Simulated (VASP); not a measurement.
A run of VASP 6.6.1:

INCAR

```
SYSTEM = PbSO3
  PREC = Accurate
  ENCUT = 520
  EDIFF = 1E-6
  ISMEAR = -1
  SIGMA = 0.05
  LREAL = .FALSE.
  LASPH = .TRUE.
  NELM = 60
  ALGO = Normal
  ISIF = 2
  LWAVE = .FALSE.
  LCHARG = .FALSE.
  GGA = PS
  NBANDS = 49
```

File KPOINTS:

```
regular mesh
0
G
  6 5 5
  0 0 0
```

Contents of POSCAR:

```
PbSO3
1.0
    4.5050000000      0.0000000000      0.0000000000
    0.0000000000      5.3330000000      0.0000000000
   -1.7912315838      0.0000000000      6.1494320399
Pb S O
2 2 6
Direct
    0.3542000000      0.7500000000      0.7194000000
    0.6458000000      0.2500000000      0.2806000000
    0.9143000000      0.2500000000      0.8244000000
    0.0857000000      0.7500000000      0.1756000000
    0.1996000000      0.9730000000      0.3269000000
    0.8004000000      0.4730000000      0.6731000000
    0.8004000000      0.0270000000      0.6731000000
    0.1996000000      0.5270000000      0.3269000000
    0.2592000000      0.2500000000      0.8591000000
    0.7408000000      0.7500000000      0.1409000000
```

Potentials or basis: VASP PAW PBE potentials, release 64 (Pb_d, S, O).

The run is started by

```console
$ cat potpaw_PBE.64/Pb_d/POTCAR potpaw_PBE.64/S/POTCAR potpaw_PBE.64/O/POTCAR > POTCAR
$ mpirun -np 1 vasp_std > vasp.out
```

Hardware: 1 thread of Oxide Virtual Turin-like Processor, with other jobs on the host.

Task: Estimate the wall time of this run.

Result: It took 6.3 min on 1 thread of Oxide Virtual Turin-like Processor (shared host), peak memory 0.39 GiB. Counts: scf iterations 15, k points 48.
